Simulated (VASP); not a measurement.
# CaIrN2 (R-3m) in VASP: settings compared, part 2 of 2

VASP 6.6.1.

## 3. Single point, r2SCAN+U

POSCAR

```
CaIrN2
1.0
    1.6320965538      0.9422913847      4.9899787418
   -1.6320965538      0.9422913847      4.9899787418
    0.0000000000     -1.8845827693      4.9899787418
Ir Ca N
1 1 2
Direct
    0.5000000000      0.5000000000      0.5000000000
    0.0000000000      0.0000000000      0.0000000000
    0.2316463072      0.2316463072      0.2316463072
    0.7683536928      0.7683536928      0.7683536928
```

INCAR.step1

```
SYSTEM = CaIrN2
ALGO     = Normal         ! electronic algorithm
EDIFF    = 1E-4           ! SCF threshold, eV
ENCUT    = 520            ! plane-wave cutoff, eV
GGA      = PE             ! functional
ISMEAR   = -1             ! smearing method
LASPH    = .True.         ! aspherical terms in the spheres
LCHARG   = .False.        ! write CHGCAR
LDAU     = .True.         ! DFT+U
LDAUJ    = 0 0 0        
LDAUL    = 2 -1 -1        ! shell
LDAUTYPE = 2            
LDAUU    = 1 0 0          ! U, eV
LMAXMIX  = 4              ! l up to which the mixer works
LREAL    = .False.        ! projectors in reciprocal space
LWAVE    = .True.         ! write WAVECAR
NBANDS   = 22             ! bands
NELM     = 150            ! most SCF steps
PREC     = Accurate       ! precision mode
SIGMA    = 0.05           ! smearing width, eV
```

INCAR.step2

```
SYSTEM = CaIrN2
ALGO     = Normal         ! electronic algorithm
EDIFF    = 1E-6           ! SCF threshold, eV
ENCUT    = 520            ! plane-wave cutoff, eV
ISIF     = 2              ! what is computed and relaxed
ISMEAR   = -1             ! smearing method
ISTART   = 1            
LASPH    = .True.         ! aspherical terms in the spheres
LCHARG   = .False.        ! write CHGCAR
LDAU     = .True.         ! DFT+U
LDAUJ    = 0 0 0        
LDAUL    = 2 -1 -1        ! shell
LDAUPRINT= 1            
LDAUTYPE = 2            
LDAUU    = 1 0 0          ! U, eV
LMAXMIX  = 4              ! l up to which the mixer works
LMIXTAU  = .True.       
LREAL    = .False.        ! projectors in reciprocal space
LWAVE    = .False.        ! write WAVECAR
METAGGA  = R2SCAN         ! meta-GGA
NBANDS   = 22             ! bands
NELM     = 150            ! most SCF steps
PREC     = Accurate       ! precision mode
SIGMA    = 0.05           ! smearing width, eV
```

KPOINTS

```
k-points
0
Gamma
  9 9 9
  0 0 0
```

Potentials or basis: VASP PAW PBE potentials, release 64 (Ir, Ca_sv, N).

Run with:

```console
$ cat potpaw_PBE.64/Ir/POTCAR potpaw_PBE.64/Ca_sv/POTCAR potpaw_PBE.64/N/POTCAR > POTCAR
$ cp INCAR.step1 INCAR
$ mpirun -np 1 vasp_std > vasp.out
$ cp INCAR.step2 INCAR
$ mpirun -np 1 vasp_std > vasp.out
```

OUTCAR:

```text
SYSTEM = CaIrN2
   EDIFF = 1E-6
   ENCUT = 520
   ISIF = 2
   ISMEAR = -1
   ISTART = 1
   LASPH = .True.
   LREAL = .False.
   METAGGA = R2SCAN
   NELM = 150
   PREC = Accurate

 ion  position               nearest neighbor table
   1  0.500  0.500  0.500-   3 2.12   4 2.12   3 2.12   3 2.12   4 2.12   4 2.12   2 3.13   2 3.13
                             2 3.13   2 3.13   2 3.13   2 3.13
   2  0.000  0.000  0.000-   4 2.42   3 2.42   4 2.42   4 2.42   3 2.42   3 2.42   1 3.13   1 3.13
                             1 3.13   1 3.13   1 3.13   1 3.13
   3  0.232  0.232  0.232-   1 2.12   1 2.12   1 2.12   2 2.42   2 2.42   2 2.42
   4  0.768  0.768  0.768-   1 2.12   1 2.12   1 2.12   2 2.42   2 2.42   2 2.42

  LATTYP: Found a trigonal (rhomboedric) cell.
 ALAT       =     5.3339985056
 COS(alpha) =     0.8127525501

  Lattice vectors:

 A1 = (   1.6320965538,   0.9422913847,   4.9899787418)
 A2 = (  -1.6320965538,   0.9422913847,   4.9899787418)
 A3 = (   0.0000000000,  -1.8845827693,   4.9899787418)

Analysis of symmetry for initial positions (statically):
=====================================================================
 Subroutine PRICEL returns:
 Original cell was already a primitive cell.

 Routine SETGRP: Setting up the symmetry group for a
 trigonal (rhombohedral) supercell.

 Subroutine GETGRP returns: Found 12 space group operations
 (whereof 12 operations were pure point group operations)
 out of a pool of 12 trial point group operations.

The static configuration has the point symmetry D_3d.

Analysis of symmetry for dynamics (positions and initial velocities):
=====================================================================
 Subroutine PRICEL returns:
 Original cell was already a primitive cell.
[... 180 lines left out ...]
  o =  0.7850  v =  0.0000  0.0000  0.0000  0.0000  0.0000  0.0000  0.0000 -1.0000 -0.0000 -0.0000      0.0000  0.0000  0.0000  0.0000  0.0000  0.0000  0.0000  0.0000  0.0000  0.0000
  o =  0.8392  v = -0.7549  0.0000 -0.0000  0.6559  0.0000  0.0000  0.0000  0.0000  0.0000  0.0000      0.0000  0.0000  0.0000  0.0000  0.0000  0.0000  0.0000  0.0000  0.0000  0.0000
  o =  0.8392  v =  0.0000  0.0000  0.0000  0.0000  0.0000 -0.7549  0.0000 -0.0000  0.6559  0.0000      0.0000  0.0000  0.0000  0.0000  0.0000  0.0000  0.0000  0.0000  0.0000  0.0000
  o =  0.8392  v =  0.0000  0.0000  0.0000  0.0000  0.0000  0.0000  0.6559  0.0000  0.0000 -0.7549      0.0000  0.0000  0.0000  0.0000  0.0000  0.0000  0.0000  0.0000  0.0000  0.0000
  o =  0.8392  v =  0.0000  0.6559  0.0000  0.0000 -0.7549  0.0000  0.0000  0.0000  0.0000  0.0000      0.0000  0.0000  0.0000  0.0000  0.0000  0.0000  0.0000  0.0000  0.0000  0.0000

 number of electron      28.9999998 magnetization

 Free energy of the ion-electron system (eV)
  ---------------------------------------------------
  ext. energy  EPLUGINS =         0.00000000
  ---------------------------------------------------
  free energy    TOTEN  =       -78.17973751 eV

  energy without entropy =      -78.15789470  energy(sigma->0) =      -78.16881610

 E-fermi :   6.6782     XC(G=0): -13.0673

 val. band max:        6.6699773892   @ k =  -0.2222   0.4444   0.2222
 cond. band min:       6.7509317824   @ k =  -0.2222   0.3333   0.1111
 fundamental gap:      0.0809543932
 Fermi energy:         6.6782028379

 k-point     1 :       0.0000    0.0000    0.0000
  band No.  band energies     occupation
      1     -34.2849      2.00000
      2     -14.7896      2.00000
      3     -14.1883      2.00000
      4     -14.1883      2.00000
      5     -10.2381      2.00000
      6      -6.9225      2.00000
[... 589 lines left out ...]
     21      14.6407      0.00000
     22      15.4573      0.00000

 [... further k-points ...]

------------------------ aborting loop because EDIFF is reached ----------------------------------------

  FORCE on cell =-STRESS in cart. coord.  units (eV):
  Direction    XX          YY          ZZ          XY          YZ          ZX
  --------------------------------------------------------------------------------------
  -------------------------------------------------------------------------------------
  Total        0.5448354      0.5448354      0.4579689      0.0000000      0.0000000     -0.0000000
  in kB       18.9581041     18.9581041     15.9354944      0.0000000      0.0000000     -0.0000000
  external PRESSURE =      17.9505675 kB  Pullay stress =       0.0000000 kB

 VOLUME and BASIS-vectors are now :
 -----------------------------------------------------------------------------
  energy-cutoff  :      520.00
  volume of cell :       46.04
      direct lattice vectors                 reciprocal lattice vectors
     1.632096554  0.942291385  4.989978742     0.306354424  0.176873809  0.066800552
    -1.632096554  0.942291385  4.989978742    -0.306354424  0.176873809  0.066800552
     0.000000000 -1.884582769  4.989978742     0.000000000 -0.353747619  0.066800552

 POSITION                                       TOTAL-FORCE (eV/Angst)
 -----------------------------------------------------------------------------------
      0.00000      0.00000      7.48497         0.000000      0.000000     -0.000000
      0.00000      0.00000      0.00000        -0.000000     -0.000000     -0.000000
      0.00000      0.00000      3.46773        -0.000000      0.000000      0.052114
      0.00000      0.00000     11.50221        -0.000000     -0.000000     -0.052114
 -----------------------------------------------------------------------------------
    total drift:                                0.000000     -0.000000      0.000000

  FREE ENERGIE OF THE ION-ELECTRON SYSTEM (eV)
  ---------------------------------------------------
  free  energy   TOTEN  =       -78.1797375088 eV

  energy  without entropy=      -78.1578946999  energy(sigma->0) =      -78.16881610
```

OUTCAR.step1:

```text
SYSTEM = CaIrN2
   EDIFF = 1E-4
   ENCUT = 520
   GGA = PE
   ISMEAR = -1
   LASPH = .True.
[... 834 lines left out ...]
      0.00000      0.00000      0.00000         0.000000     -0.000000     -0.000000
      0.00000      0.00000      3.46773         0.000000     -0.000000     -0.020344
      0.00000      0.00000     11.50221         0.000000      0.000000      0.020344
 -----------------------------------------------------------------------------------
    total drift:                                0.000000     -0.000000      0.000000

  FREE ENERGIE OF THE ION-ELECTRON SYSTEM (eV)
  ---------------------------------------------------
  free  energy   TOTEN  =       -27.3463871281 eV

  energy  without entropy=      -27.3236081886  energy(sigma->0) =      -27.33499766
```

OSZICAR.step1:

```text
N       E                     dE             d eps       ncg     rms          rms(c)
DAV:   1     0.261071827314E+03    0.26107E+03   -0.14220E+04  3740   0.132E+03
DAV:   2    -0.111271512437E+02   -0.27220E+03   -0.25616E+03  3950   0.375E+02
DAV:   3    -0.322181038052E+02   -0.21091E+02   -0.20335E+02  4736   0.999E+01
DAV:   4    -0.331192584397E+02   -0.90115E+00   -0.89673E+00  6146   0.201E+01
DAV:   5    -0.331391764514E+02   -0.19918E-01   -0.19888E-01  4860   0.231E+00    0.310E+01
DAV:   6    -0.294523754907E+02    0.36868E+01   -0.56751E+01  5516   0.522E+01    0.180E+01
DAV:   7    -0.273495829440E+02    0.21028E+01   -0.14761E+01  5570   0.339E+01    0.627E+00
DAV:   8    -0.273523158490E+02   -0.27329E-02   -0.71528E-01  4574   0.619E+00    0.207E+00
DAV:   9    -0.273454892791E+02    0.68266E-02   -0.80928E-02  5954   0.204E+00    0.453E-01
DAV:  10    -0.273459442122E+02   -0.45493E-03   -0.53577E-03  4324   0.694E-01    0.211E-01
DAV:  11    -0.273464023443E+02   -0.45813E-03   -0.13358E-03  4954   0.262E-01    0.132E-01
DAV:  12    -0.273463871281E+02    0.15216E-04   -0.60094E-05  2782   0.640E-02
   1 F= -.27346387E+02 E0= -.27334998E+02  d E =-.227789E-01
```

It took 12 min on 1 thread of Intel Xeon Platinum 8259CL at 2.50GHz (Skylake/Cascade Lake), shared host; peak memory 0.33 GiB.

Results:

```
Free energy            : -78.1797 eV
Pressure               : 1.8 GPa
Largest force          : 0.052 eV/Å
Band gap on the k mesh : zero (an odd number of electrons rules out a gap without spin polarisation)
```

Forces in eV/Å, atoms in the order of the input:
```
Ir   0.000  0.000  0.000
Ca   0.000  0.000  0.000
N    0.000  0.000  0.052
N    0.000  0.000 -0.052
```

Eigenvalues of the final occupation matrices:
```tsv
site	spin	trace	eigenvalues
site 1 d	1	3.52	0.53 0.53 0.78 0.84 0.84
site 1 d	2	3.52	0.53 0.53 0.78 0.84 0.84
```

Caveat: the PAW data sets were made with another functional, which shifts forces and pressure a little; spin-orbit coupling is left out, which moves the levels of the heavy elements; an odd number of electrons without spin polarisation forces a metal; a magnetic or distorted state may lie lower; U without spin polarisation on a metal has little footing.

## 4. Single point, r2SCAN+U

POSCAR

```
CaIrN2
1.0
    1.6322318816      0.9423695162      4.9900281107
   -1.6322318816      0.9423695162      4.9900281107
    0.0000000000     -1.8847390324      4.9900281107
Ir Ca N
1 1 2
Direct
    0.5000000000      0.5000000000      0.5000000000
    0.0000000000      0.0000000000      0.0000000000
    0.2319344487      0.2319344487      0.2319344487
    0.7680655513      0.7680655513      0.7680655513
```

INCAR.step1

```
SYSTEM = CaIrN2
  PREC = Accurate
  ENCUT = 520
  ISMEAR = -1
  SIGMA = 0.05
  LREAL = .FALSE.
  LASPH = .TRUE.
  NELM = 150
  LMAXMIX = 4
  LDAU = .TRUE.
  LDAUTYPE = 2
  LDAUL = 2 -1 -1
  LDAUU = 2 0 0
  LDAUJ = 0 0 0
  NBANDS = 22
  GGA = PE
  ALGO = Normal
  EDIFF = 1E-4
  LWAVE = .TRUE.
  LCHARG = .FALSE.
```

INCAR.step2

```
SYSTEM = CaIrN2
  PREC = Accurate
  ENCUT = 520
  EDIFF = 1E-6
  ISMEAR = -1
  SIGMA = 0.05
  LREAL = .FALSE.
  LASPH = .TRUE.
  NELM = 150
  ALGO = Normal
  ISIF = 2
  LWAVE = .FALSE.
  LCHARG = .FALSE.
  LMAXMIX = 4
  LDAU = .TRUE.
  LDAUTYPE = 2
  LDAUL = 2 -1 -1
  LDAUU = 2 0 0
  LDAUJ = 0 0 0
  LDAUPRINT = 1
  METAGGA = R2SCAN
  LMIXTAU = .TRUE.
  NBANDS = 22
  ISTART = 1
```

KPOINTS

```
regular mesh
0
G
  9 9 9
  0 0 0
```

Potentials or basis: VASP PAW PBE potentials, release 64 (Ir, Ca_sv, N).

Run with:

```console
$ cat potpaw_PBE.64/Ir/POTCAR potpaw_PBE.64/Ca_sv/POTCAR potpaw_PBE.64/N/POTCAR > POTCAR
$ cp INCAR.step1 INCAR
$ mpirun -np 1 vasp_std > vasp.out
$ cp INCAR.step2 INCAR
$ mpirun -np 1 vasp_std > vasp.out
```

OUTCAR:

```text
SYSTEM = CaIrN2
   PREC = Accurate
   ENCUT = 520
   EDIFF = 1E-6
   ISMEAR = -1
   LREAL = .FALSE.
   LASPH = .TRUE.
   NELM = 150
   ISIF = 2
   METAGGA = R2SCAN
   ISTART = 1

 ion  position               nearest neighbor table
   1  0.500  0.500  0.500-   3 2.12   4 2.12   3 2.12   3 2.12   4 2.12   4 2.12   2 3.13   2 3.13
                             2 3.13   2 3.13   2 3.13   2 3.13
   2  0.000  0.000  0.000-   4 2.42   3 2.42   4 2.42   4 2.42   3 2.42   3 2.42   1 3.13   1 3.13
                             1 3.13   1 3.13   1 3.13   1 3.13
   3  0.232  0.232  0.232-   1 2.12   1 2.12   1 2.12   2 2.42   2 2.42   2 2.42
   4  0.768  0.768  0.768-   1 2.12   1 2.12   1 2.12   2 2.42   2 2.42   2 2.42

  LATTYP: Found a trigonal (rhomboedric) cell.
 ALAT       =     5.3340999021
 COS(alpha) =     0.8127286169

  Lattice vectors:

 A1 = (   1.6322318816,   0.9423695162,   4.9900281107)
 A2 = (  -1.6322318816,   0.9423695162,   4.9900281107)
 A3 = (   0.0000000000,  -1.8847390324,   4.9900281107)

Analysis of symmetry for initial positions (statically):
=====================================================================
 Subroutine PRICEL returns:
 Original cell was already a primitive cell.

 Routine SETGRP: Setting up the symmetry group for a
 trigonal (rhombohedral) supercell.

 Subroutine GETGRP returns: Found 12 space group operations
 (whereof 12 operations were pure point group operations)
 out of a pool of 12 trial point group operations.

The static configuration has the point symmetry D_3d.

Analysis of symmetry for dynamics (positions and initial velocities):
[... 182 lines left out ...]
  o =  0.7977  v =  0.0000  0.0000  0.0000  0.0000  0.0000  0.0000 -0.0000  1.0000  0.0000  0.0000      0.0000  0.0000  0.0000  0.0000  0.0000  0.0000  0.0000  0.0000  0.0000  0.0000
  o =  0.7977  v =  0.0000 -0.0000  1.0000  0.0000  0.0000  0.0000  0.0000  0.0000  0.0000  0.0000      0.0000  0.0000  0.0000  0.0000  0.0000  0.0000  0.0000  0.0000  0.0000  0.0000
  o =  0.8550  v =  0.0000 -0.6551 -0.0000  0.0000  0.7555  0.0000  0.0000  0.0000  0.0000  0.0000      0.0000  0.0000  0.0000  0.0000  0.0000  0.0000  0.0000  0.0000  0.0000  0.0000
  o =  0.8550  v =  0.0000  0.0000  0.0000  0.0000  0.0000  0.0000 -0.6551 -0.0000  0.0000  0.7555      0.0000  0.0000  0.0000  0.0000  0.0000  0.0000  0.0000  0.0000  0.0000  0.0000
  o =  0.8550  v = -0.7555  0.0000  0.0000  0.6551  0.0000  0.0000  0.0000  0.0000  0.0000  0.0000      0.0000  0.0000  0.0000  0.0000  0.0000  0.0000  0.0000  0.0000  0.0000  0.0000
  o =  0.8550  v =  0.0000  0.0000  0.0000  0.0000  0.0000 -0.7555  0.0000  0.0000  0.6551  0.0000      0.0000  0.0000  0.0000  0.0000  0.0000  0.0000  0.0000  0.0000  0.0000  0.0000

 number of electron      28.9999998 magnetization

 Free energy of the ion-electron system (eV)
  ---------------------------------------------------
  ext. energy  EPLUGINS =         0.00000000
  ---------------------------------------------------
  free energy    TOTEN  =       -77.25689008 eV

  energy without entropy =      -77.23501734  energy(sigma->0) =      -77.24595371

 E-fermi :   6.5240     XC(G=0): -13.0620

 val. band max:        6.5152507711   @ k =   0.4444   0.1111   0.0000
 cond. band min:       6.5784745700   @ k =  -0.2222   0.3333   0.1111
 fundamental gap:      0.0632237989
 Fermi energy:         6.5240220356

 k-point     1 :       0.0000    0.0000    0.0000
  band No.  band energies     occupation
      1     -34.3179      2.00000
      2     -14.8225      2.00000
      3     -14.2218      2.00000
      4     -14.2218      2.00000
      5     -10.2316      2.00000
      6      -6.9457      2.00000
[... 589 lines left out ...]
     21      14.6072      0.00000
     22      15.4398      0.00000

 [... further k-points ...]

------------------------ aborting loop because EDIFF is reached ----------------------------------------

  FORCE on cell =-STRESS in cart. coord.  units (eV):
  Direction    XX          YY          ZZ          XY          YZ          ZX
  --------------------------------------------------------------------------------------
  -------------------------------------------------------------------------------------
  Total        0.2598631      0.2598631      0.3449434      0.0000000      0.0000000      0.0000000
  in kB        9.0406128      9.0406128     12.0005500      0.0000000      0.0000000      0.0000000
  external PRESSURE =      10.0272585 kB  Pullay stress =       0.0000000 kB

 VOLUME and BASIS-vectors are now :
 -----------------------------------------------------------------------------
  energy-cutoff  :      520.00
  volume of cell :       46.05
      direct lattice vectors                 reciprocal lattice vectors
     1.632231882  0.942369516  4.990028111     0.306329024  0.176859145  0.066799891
    -1.632231882  0.942369516  4.990028111    -0.306329024  0.176859145  0.066799891
     0.000000000 -1.884739032  4.990028111     0.000000000 -0.353718289  0.066799891

 POSITION                                       TOTAL-FORCE (eV/Angst)
 -----------------------------------------------------------------------------------
      0.00000      0.00000      7.48504         0.000000     -0.000000      0.000000
      0.00000      0.00000      0.00000        -0.000000     -0.000000      0.000000
      0.00000      0.00000      3.47208         0.000000      0.000000     -0.002636
      0.00000      0.00000     11.49801         0.000000     -0.000000      0.002636
 -----------------------------------------------------------------------------------
    total drift:                               -0.000000     -0.000000     -0.000000

  FREE ENERGIE OF THE ION-ELECTRON SYSTEM (eV)
  ---------------------------------------------------
  free  energy   TOTEN  =       -77.2568900798 eV

  energy  without entropy=      -77.2350173366  energy(sigma->0) =      -77.24595371
```

Run time: 10 min. Hardware: 1 thread of Intel Xeon Platinum 8259CL at 2.50GHz (Skylake/Cascade Lake), shared host; peak memory 0.33 GiB.

Results:

- Free energy: -77.2569 eV
- Pressure: 1.0 GPa
- Band gap on the k mesh: zero (an odd number of electrons rules out a gap without spin polarisation)

Forces on the atoms (eV/Å):
```
Ir   0.000  0.000  0.000
Ca   0.000  0.000  0.000
N    0.000  0.000 -0.003
N    0.000  0.000  0.003
```

Levels at points of the mesh, in eV from the Fermi level:
```csv
k point,band 11,band 12,band 13,band 14,band 15,band 16,band 17,band 18,band 19,band 20
"(0.00, 0.00, 0.00)",-2.65,-1.02,-1.02,-0.67,-0.27,3.57,3.57,4.58,6.35,6.36
```

Eigenvalues of the final occupation matrices:
```tsv
site	spin	trace	eigenvalues
site 1 d	1	3.55	0.52 0.52 0.80 0.86 0.86
site 1 d	2	3.55	0.52 0.52 0.80 0.86 0.86
```

Caveat: the PAW data sets were made with another functional, which shifts forces and pressure a little; spin-orbit coupling is left out, which moves the levels of the heavy elements; an odd number of electrons without spin polarisation forces a metal; a magnetic or distorted state may lie lower; U without spin polarisation on a metal has little footing.

## 5. The runs side by side

```csv
level,U,cell,gap on the mesh (eV),pressure (GPa),largest force (eV/Å)
r2SCAN,-,"a = 5.333 Å, angles 35.6°, 4 atoms, atomic positions A",none,2.5,0.11
r2SCAN+U,Ir d U = 1.0 eV,"a = 5.334 Å, angles 35.6°, 4 atoms, atomic positions B",none,1.8,0.05
r2SCAN+U,Ir d U = 2.0 eV,"a = 5.334 Å, angles 35.6°, 4 atoms, atomic positions C",none,1.0,-
```

Alike in all rows: task single point; potentials or basis VASP PAW PBE potentials, release 64 (Ir, Ca_sv, N); no spin polarisation; k mesh 9 × 9 × 9; cutoff (eV) 520; smearing fermi-dirac 0.05 eV.

The pressure there spans 1.0 GPa (r2SCAN+U) to 2.5 GPa (r2SCAN); a positive pressure means that this level wants a larger cell, a negative one a smaller.

Caveats: the PAW data sets were made with another functional, which shifts forces and pressure a little; spin-orbit coupling is left out, which moves the levels of the heavy elements; an odd number of electrons without spin polarisation forces a metal; a magnetic or distorted state may lie lower; U without spin polarisation on a metal has little footing (at least some runs).

Total energies depend on the potentials used, so only differences within one code and one set of settings carry meaning.

The gap in the log of VASP goes by the Fermi energy; the results here count the filled bands.